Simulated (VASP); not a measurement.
## Pt: single point with BLYP

Crystal: Pt.

```
Pt
1.0
     0.00000    2.02554    2.02554
     2.02554    0.00000    2.02554
     2.02554    2.02554    0.00000
Pt
1
Direct
  0.00000 0.00000 0.00000
```

| Item | Value |
| --- | --- |
| Program | VASP 6.6.1 |
| Task | single point |
| Functional | BLYP |
| Potentials or basis | VASP PAW PBE potentials, release 64 (Pt) |
| Cutoff | 500 eV |
| k mesh | 7 × 7 × 7 |
| Occupations | fermi-dirac, width 0.1 eV |
| Spin | collinear spin, ferromagnetic start |
| Starting moments | [1.0] μB |
| Dipole correction | no |
| Further INCAR settings | ALGO = Normal; EDIFF = 1e-06; NBANDS = 15 |

```yaml
Pressure: 2.1 GPa
Band_gap_on_the_k_mesh: zero (filled and empty bands overlap)
Net_moment: 0.00 μB per cell
Valence_electrons_inside_the_program's_atomic_spheres: Pt 9.13
```

Levels at points of the mesh, in eV from the Fermi level:
Spin up:
```
           k point  band 1  band 2  band 3  band 4  band 5  band 6  band 7  band 8  band 9  band 10
(0.00, 0.00, 0.00)   -9.12   -3.32   -3.32   -3.32   -1.49   -1.49   15.06   19.33   19.33    19.33
```
Spin down:
```csv
k point,band 2,band 3,band 4,band 5,band 6,band 7,band 8,band 9
"(0.00, 0.00, 0.00)",-3.32,-3.32,-3.32,-1.49,-1.49,15.06,19.33,19.33
```

Run time: 25 s on 1 thread of AMD EPYC 9R14 (Zen 4) (shared host), peak memory 0.12 GiB.

Caveat: the k points lie up to 0.38 Å⁻¹ apart; the PAW data sets were made with another functional, which shifts forces and pressure a little; spin-orbit coupling is left out, which moves the levels of the heavy elements.
